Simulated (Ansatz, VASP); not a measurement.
# Two plane-wave programs on Zn

File INCAR:

```
ALGO     = Normal         # electronic algorithm
EDIFF    = 1E-7           # SCF threshold, eV
ENCUT    = 520            # plane-wave cutoff, eV
GGA      = RP             # functional
ISIF     = 2              # what is computed and relaxed
ISMEAR   = -1             # smearing method
LASPH    = T              # aspherical terms in the spheres
LCHARG   = T              # write CHGCAR
LELF     = T              # ELF
LREAL    = F              # projectors in reciprocal space
LVHAR    = T            
LWAVE    = F              # write WAVECAR
NBANDS   = 19             # bands
NELM     = 100            # most SCF steps
PREC     = Accurate       # precision mode
SIGMA    = 0.1            # smearing width, eV
```

KPOINTS

```
k-points
0
Gamma
  10 10 10
```

File POSCAR:

```
Zn
1.0
    0.0000000000      2.9459991080      2.9459991080
    2.9459991080      0.0000000000      2.9459991080
    2.9459991080      2.9459991080      0.0000000000
Zn
2
Direct
    0.1250000000      0.1250000000      0.1250000000
    0.8750000000      0.8750000000      0.8750000000
```

Input for Ansatz:

```yaml
crystal:
  lattice:
    - [0.0, 2.945999108, 2.945999108]
    - [2.945999108, 0.0, 2.945999108]
    - [2.945999108, 2.945999108, 0.0]
  atoms:
    - { symbol: Zn, position: [0.125, 0.125, 0.125] }
    - { symbol: Zn, position: [0.875, 0.875, 0.875] }
hamiltonian:
  xc: rpbe
  pseudopotentials:
    kind: paw
    azcp:
      Zn: "pseudopotentials/Zn.paw.azcp"
basis:
  ecutwfc: 420
  fft_grid_basis: typed
kpoints:
  mp_grid: { grid: [10, 10, 10], shift: [0, 0, 0] }
magnetization:
  spin_polarized: false
scf:
  occupations: { method: fermi_dirac, width: 0.1 }
  lower_state_search: "off"
output:
  stress: true
  write_density: true
  write_potential: true
  elf: true
  volumetric_format: npy
```

Alike in both runs: task single point; functional RPBE; k mesh 10 × 10 × 10; occupations fermi-dirac, width 0.1 eV; no spin polarisation.

|  | VASP | Ansatz |
| --- | --- | --- |
| version | VASP 6.6.1 | Ansatz 0.2.0 |
| potentials or method | VASP PAW PBE potentials, release 64 (Zn), cutoff 520 eV | plane waves (420 eV) with PAW, scalar-relativistic |
| valence electrons in the cell | 24 | 24 |

VASP gave:

| Property | Result |
| --- | --- |
| pressure (GPa) | 1.0 |

Question: Which values does Ansatz return?

Answer: Pressure (GPa): 0.9.

VASP's potentials were made for PBE, not for RPBE.
